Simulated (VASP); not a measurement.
# K2S (Fm-3m) in VASP: a series of runs, part 2 of 3

VASP 6.6.1.

### 3 Single point, PBE+D4

This run uses another cell than the first one, of 33.72 Å³/atom.

The input, INCAR:

```
SYSTEM = K2S
  PREC = Accurate
  ENCUT = 500
  EDIFF = 1E-6
  ISMEAR = 0
  SIGMA = 0.01
  LREAL = .FALSE.
  LASPH = .TRUE.
  NELM = 120
  ALGO = Normal
  ISIF = 2
  LWAVE = .FALSE.
  LCHARG = .FALSE.
  GGA = PE
  IVDW = 13
  NBANDS = 19
  GGA_COMPAT = .FALSE.
```

The input, KPOINTS:

```
Automatic mesh
0
G
  6 6 6
  0 0 0
```

The input, POSCAR:

```
K2S
1.0
    0.0000000000      3.6983142723      3.6983142723
    3.6983142723      0.0000000000      3.6983142723
    3.6983142723      3.6983142723      0.0000000000
K S
2 1
Direct
    0.2500000000      0.2500000000      0.2500000000
    0.7500000000      0.7500000000      0.7500000000
    0.0000000000      0.0000000000      0.0000000000
```

Potentials or basis: VASP PAW PBE potentials, release 64 (K_sv, S).

On the command line:

```
$ cat potpaw_PBE.64/K_sv/POTCAR potpaw_PBE.64/S/POTCAR > POTCAR
$ mpirun -np 1 vasp_std > vasp.out
```

It took 71 s on 1 thread of AMD EPYC 7R43 (Zen 3), shared host; peak memory 0.19 GiB.

It converged, with:

```yaml
Free_energy: -9.7064 eV
Pressure: 0.1 GPa
Band_gap_on_the_k_mesh: 2.39 eV (least direct gap 2.59 eV)
Dispersion_energy_per_atom: -0.097 eV
```

Levels at points of the mesh, in eV from the valence-band top:
```tsv
k point	band 8	band 9	band 10	band 11	band 12	band 13	band 14	band 15	band 16	band 17
(0.00, 0.00, 0.00)	-12.57	-9.62	-0.20	-0.20	-0.20	2.39	5.47	5.47	7.48	7.48
(0.50, 0.00, 0.00)	-12.69	-9.42	-0.62	-0.07	-0.07	4.72	5.03	5.82	5.82	7.61
(0.50, 0.50, 0.00)	-12.50	-9.37	-0.75	0.00	0.00	3.51	5.30	6.61	6.62	7.61
```

A k mesh can miss the band edges. As with any semilocal functional, this PBE gap is likely too small.

### 4 Single point, r2SCAN+rVV10

This run uses another cell than the first one, of 33.20 Å³/atom.

The input, POSCAR:

```
K2S
1.0
    0.0000000000      3.6789511252      3.6789511252
    3.6789511252      0.0000000000      3.6789511252
    3.6789511252      3.6789511252      0.0000000000
K S
2 1
Direct
    0.2500000000      0.2500000000      0.2500000000
    0.7500000000      0.7500000000      0.7500000000
    0.0000000000      0.0000000000      0.0000000000
```

The input, INCAR.step1:

```
SYSTEM = K2S
PREC = Accurate ; ENCUT = 550
ISMEAR = 0 ; SIGMA = 0.01
LREAL = .FALSE. ; LASPH = .TRUE.
NELM = 120 ; NBANDS = 19
GGA = PE ; ALGO = Normal
EDIFF = 1E-5 ; LWAVE = .TRUE.
LCHARG = .FALSE. ; GGA_COMPAT = .FALSE.
```

The input, INCAR.step2:

```
SYSTEM = K2S
PREC = Accurate ; ENCUT = 550
EDIFF = 1E-6 ; ISMEAR = 0
SIGMA = 0.01 ; LREAL = .FALSE.
LASPH = .TRUE. ; NELM = 120
ALGO = Normal ; ISIF = 2
LWAVE = .FALSE. ; LCHARG = .FALSE.
METAGGA = R2SCAN ; LMIXTAU = .TRUE.
LUSE_VDW = .TRUE. ; IVDW_NL = 2
BPARAM = 11.95 ; CPARAM = 0.0093
NBANDS = 19 ; ISTART = 1
GGA_COMPAT = .FALSE.
```

The input, KPOINTS:

```
regular mesh
0
G
  6 6 6
  0 0 0
```

On the command line:

```
$ cat potpaw_PBE.64/K_sv/POTCAR potpaw_PBE.64/S/POTCAR > POTCAR
$ cp INCAR.step1 INCAR
$ mpirun -np 1 vasp_std > vasp.out
$ cp INCAR.step2 INCAR
$ mpirun -np 1 vasp_std > vasp.out
```

It took 4.7 min on 1 thread of AMD EPYC 7R43 (Zen 3), shared host; peak memory 0.47 GiB.

The run converged. Its results:

```yaml
Free_energy: -23.0647 eV
Pressure: 0.0 GPa
Band_gap_on_the_k_mesh: 2.69 eV (least direct gap 2.91 eV)
```

Levels at points of the mesh, in eV from the valence-band top:
```tsv
k point	band 8	band 9	band 10	band 11	band 12	band 13	band 14	band 15	band 16	band 17
(0.00, 0.00, 0.00)	-12.95	-10.06	-0.21	-0.21	-0.21	2.69	5.93	5.93	8.01	8.01
(0.50, 0.00, 0.00)	-13.08	-9.84	-0.63	-0.07	-0.07	4.86	5.64	6.23	6.23	8.26
(0.50, 0.50, 0.00)	-12.88	-9.79	-0.74	0.00	0.00	3.59	5.91	7.22	7.23	8.13
```

Caveat: the PAW data sets were made with another functional, which shifts forces and pressure a little. A k mesh can miss the band edges.

### 5 Relaxation of cell and atoms, PBE+D4

This run uses another cell than the first one, of 33.65 Å³/atom.

The input, INCAR:

```
ALGO = Normal
EDIFF = 1E-7
EDIFFG = -0.05
ENCUT = 500
GGA = PE
GGA_COMPAT = False
IBRION = 2
ISIF = 3
ISMEAR = 0
IVDW = 13
LASPH = True
LCHARG = False
LREAL = False
LWAVE = False
NELM = 120
NELMIN = 4
NSW = 80
PREC = Accurate
SIGMA = 0.01
```

The input, KPOINTS:

```
k-points
0
Gamma
  6 6 6
```

The input, POSCAR:

```
K2S
1.0
    0.0000000000      3.6955000000      3.6955000000
    3.6955000000      0.0000000000      3.6955000000
    3.6955000000      3.6955000000      0.0000000000
K S
2 1
Direct
    0.2500000000      0.2500000000      0.2500000000
    0.7500000000      0.7500000000      0.7500000000
    0.0000000000      0.0000000000      0.0000000000
```

Potentials or basis: VASP PAW PBE potentials, release 64 (K_sv, S).

On the command line:

```
$ cat potpaw_PBE.64/K_sv/POTCAR potpaw_PBE.64/S/POTCAR > POTCAR
$ mpirun -np 1 vasp_std > vasp.out
```

OUTCAR:

```text
EDIFF = 1E-7
   EDIFFG = -0.05
   ENCUT = 500
   GGA = PE
   IBRION = 2
   ISIF = 3
   ISMEAR = 0
   IVDW = 13
   LASPH = True
   LREAL = False
   NELM = 120
   NELMIN = 4
   NSW = 80
   PREC = Accurate

 ion  position               nearest neighbor table
   1  0.250  0.250  0.250-   3 3.20   3 3.20   3 3.20   3 3.20   2 3.70   2 3.70   2 3.70   2 3.70
                             2 3.70   2 3.70
   2  0.750  0.750  0.750-   3 3.20   3 3.20   3 3.20   3 3.20   1 3.70   1 3.70   1 3.70   1 3.70
                             1 3.70   1 3.70
   3  0.000  0.000  0.000-   1 3.20   2 3.20   2 3.20   2 3.20   2 3.20   1 3.20   1 3.20   1 3.20

  LATTYP: Found a face centered cubic cell.
 ALAT       =     7.3910000000

  Lattice vectors:

 A1 = (   0.0000000000,   3.6955000000,   3.6955000000)
 A2 = (   3.6955000000,   0.0000000000,   3.6955000000)
 A3 = (   3.6955000000,   3.6955000000,   0.0000000000)

Analysis of symmetry for initial positions (statically):
=====================================================================
 Subroutine PRICEL returns:
 Original cell was already a primitive cell.

 Routine SETGRP: Setting up the symmetry group for a
 face centered cubic supercell.

 Subroutine GETGRP returns: Found 48 space group operations
 (whereof 48 operations were pure point group operations)
 out of a pool of 48 trial point group operations.

The static configuration has the point symmetry O_h .

Analysis of symmetry for dynamics (positions and initial velocities):
=====================================================================
 Subroutine PRICEL returns:
 Original cell was already a primitive cell.

 Routine SETGRP: Setting up the symmetry group for a
 face centered cubic supercell.

 Subroutine GETGRP returns: Found 48 space group operations
 (whereof 48 operations were pure point group operations)
 out of a pool of 48 trial point group operations.

The dynamic configuration has the point symmetry O_h .

 Subroutine INISYM returns: Found 48 space group operations
 (whereof 48 operations are pure point group operations),
 and found     1 'primitive' translations

[... 112 lines left out ...]
   GGA     = PE    functional components
   LHFCALC =     F    Hartree Fock is set to
   AEXX    =    0.0000 exact exchange contribution
   IVDW    =    13    specifies the selected vdW correction
   LEPSILON=     F    determine dielectric tensor
   LRPA    =     F    only Hartree local field effects (RPA)
 conjugate gradient relaxation of ions
 non-spin polarized calculation
 Gauss-broadening in eV      SIGMA  =   0.01
  energy-cutoff  :      500.00
  volume of cell :      100.94
 maximum number of plane-waves:      2637
 NGX is ok and might be reduce to    40
   NGX = 19   NGY = 19   NGZ = 19

 number of electron      23.9999996 magnetization

 Free energy of the ion-electron system (eV)
  ---------------------------------------------------
  ext. energy  EPLUGINS =         0.00000000
  ---------------------------------------------------
  free energy    TOTEN  =        -9.41450112 eV

  energy without entropy =       -9.41450112  energy(sigma->0) =       -9.41450112

 E-fermi :  -0.2532     XC(G=0):  -7.3579

 val. band max:       -0.3283632998   @ k =   0.5000   0.5000   0.0000
 cond. band min:       2.0660418555   @ k =   0.0000   0.0000   0.0000
 fundamental gap:      2.3944051552
 Fermi energy:        -0.2531953803

 k-point     1 :       0.0000    0.0000    0.0000
  band No.  band energies     occupation
      1     -29.5376      2.00000
      2     -29.4535      2.00000
      3     -13.1334      2.00000
      4     -13.1334      2.00000
      5     -13.1334      2.00000
      6     -12.8922      2.00000
[... 281 lines left out ...]
      3     -13.3228      2.00000
      4     -13.2153      2.00000
      5     -13.1133      2.00000
      6     -12.9428      2.00000
[... 8 lines left out ...]
     15       5.7789      0.00000
     16       6.6042      0.00000

------------------------ aborting loop because EDIFF is reached ----------------------------------------

  DFT-D4 for vdW energy calculation

  Edisp (eV):   -0.29167

  FORCE on cell =-STRESS in cart. coord.  units (eV):
  Direction    XX          YY          ZZ          XY          YZ          ZX
  --------------------------------------------------------------------------------------
  -------------------------------------------------------------------------------------
  Total       0.07200     0.07200     0.07200    -0.00000    -0.00000     0.00000
  in kB       1.14283     1.14283     1.14283    -0.00000    -0.00000     0.00000
  external pressure =        1.14 kB  Pullay stress =        0.00 kB

 VOLUME and BASIS-vectors are now :
 -----------------------------------------------------------------------------
  energy-cutoff  :      500.00
  volume of cell :      100.94
      direct lattice vectors                 reciprocal lattice vectors
     0.000000000  3.695500000  3.695500000    -0.135299689  0.135299689  0.135299689
     3.695500000  0.000000000  3.695500000     0.135299689 -0.135299689  0.135299689
     3.695500000  3.695500000  0.000000000     0.135299689  0.135299689 -0.135299689

 POSITION                                       TOTAL-FORCE (eV/Angst)
 -----------------------------------------------------------------------------------
      1.84775      1.84775      1.84775        -0.000000     -0.000000     -0.000000
      5.54325      5.54325      5.54325         0.000000      0.000000      0.000000
      0.00000      0.00000      0.00000         0.000000     -0.000000     -0.000000
 -----------------------------------------------------------------------------------
    total drift:                               -0.000000     -0.000000      0.000000

  FREE ENERGIE OF THE ION-ELECTRON SYSTEM (eV)
  ---------------------------------------------------
  free  energy   TOTEN  =        -9.7061687803 eV

  energy  without entropy=       -9.7061687803  energy(sigma->0) =       -9.70616878

 reached required accuracy - stopping structural energy minimisation
```

Run time: 46 s. Hardware: 1 thread of AMD EPYC 7R43 (Zen 3), shared host; peak memory 0.21 GiB.

Results:

```
Free energy                : -9.7062 eV
Pressure after relaxing    : 0.1 GPa
Band gap on the k mesh     : 2.39 eV (least direct gap 2.59 eV)
Dispersion energy per atom : -0.097 eV
```

Final structure:
```
K S
1.0
     0.00000    3.69550    3.69550
     3.69550    0.00000    3.69550
     3.69550    3.69550    0.00000
K S
2 1
Direct
  0.25000 0.25000 0.25000
  0.75000 0.75000 0.75000
  0.00000 0.00000 0.00000
```

Caveat: the relaxation stopped at its first step, so nothing moved. A hybrid or GW would open this gap; PBE tends to underestimate it.

### 6 Relaxation of cell and atoms, LDA

This run uses another cell than the first one, of 33.65 Å³/atom.

Changes to INCAR since step 5:

```diff
@@ -4,3 +4,3 @@
 ENCUT = 500
-GGA = PE
+GGA = CA
 GGA_COMPAT = False
@@ -9,3 +9,2 @@
 ISMEAR = 0
-IVDW = 13
 LASPH = True
```

KPOINTS is that of step 5.

POSCAR is that of step 5.

Potentials or basis: VASP PAW LDA potentials, release 64 (K_sv, S).

On the command line:

```
$ cat potpaw_LDA.64/K_sv/POTCAR potpaw_LDA.64/S/POTCAR > POTCAR
$ mpirun -np 1 vasp_std > vasp.out
```

It took 1.8 min on 1 thread of AMD EPYC 7R43 (Zen 3), shared host; peak memory 0.17 GiB.

The run converged. Its results:

* Free energy: -10.4084 eV
* Relaxed volume: 31.14 Å³/atom
* Relaxed cell: a = 5.093 Å, b = 5.093 Å, c = 5.093 Å, α = 60.00°, β = 60.00°, γ = 60.00°
* Space group after relaxing (to 0.1 Å): Fm-3m (No. 225)
* Energy gained by relaxing: 13.5 meV/atom
* Ionic steps: 3
* Pressure after relaxing: 0.0 GPa
* Band gap on the k mesh: 2.30 eV (least direct gap 2.60 eV)

Step by step:
```
step  energy change (eV)  largest force (eV/Å)  pressure (GPa)  volume (Å³)
   1              0.0000                0.0000           -1.57       100.94
   2             -0.0340                0.0000           -0.68        96.19
   3             -0.0404                0.0000           -0.03        93.41
```

Final structure:
```
K S
1.0
     0.00000    3.60123    3.60123
     3.60123    0.00000    3.60123
     3.60123    3.60123    0.00000
K S
2 1
Direct
  0.25000 0.25000 0.25000
  0.75000 0.75000 0.75000
  0.00000 0.00000 0.00000
```

Levels at points of the mesh, in eV from the valence-band top:
| k point | band 9 | band 10 | band 11 | band 12 | band 13 | band 14 | band 15 | band 16 |
| --- | --- | --- | --- | --- | --- | --- | --- | --- |
| (0.00, 0.00, 0.00) | -9.64 | -0.30 | -0.30 | -0.30 | 2.30 | 5.26 | 5.26 | 7.56 |
| (0.50, 0.00, 0.00) | -9.34 | -0.71 | -0.11 | -0.11 | 4.64 | 5.13 | 5.72 | 5.72 |
| (0.50, 0.50, 0.00) | -9.28 | -0.89 | 0.00 | 0.00 | 3.29 | 5.19 | 6.47 | 6.80 |

(Continued in part 3 of 3.)
